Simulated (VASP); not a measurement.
Input of a VASP 6.6.1 run:

The input INCAR:

```
  ALGO = Normal
  EDIFF = 1E-6
  ENCUT = 520
  GGA = PE
  ISIF = 2
  ISMEAR = -1
  LASPH = True
  LCHARG = False
  LREAL = False
  LWAVE = False
  NBANDS = 15
  NELM = 80
  PREC = Accurate
  SIGMA = 0.02
```

KPOINTS

```
k-points
0
Gamma
  8 8 8
```

Contents of POSCAR:

```
KCl
1.0
    0.0000000000      3.1448471213      3.0819501789
    3.1448471213      0.0000000000      3.0819501789
    3.1448471213      3.1448471213      0.0000000000
K Cl
1 1
Direct
    0.0000000000      0.0000000000      0.0000000000
    0.5000000000      0.5000000000      0.5000000000
```

Potentials or basis: VASP PAW PBE potentials, release 64 (K_sv, Cl).

Run with:

```console
$ cat potpaw_PBE.64/K_sv/POTCAR potpaw_PBE.64/Cl/POTCAR > POTCAR
$ mpirun -np 1 vasp_std > vasp.out
```

What does it give for the pressure?

1.3 GPa.

Estimate the band gap on the k mesh.

5.25 eV.

Stress tensor (GPa, compression positive):
```
0.97 0.00 0.00
0.00 0.97 0.00
0.00 0.00 1.87
```

Caveat: the cell differs from its parent crystal (uniaxial z strain -2.0%). A k mesh can miss the band edges.
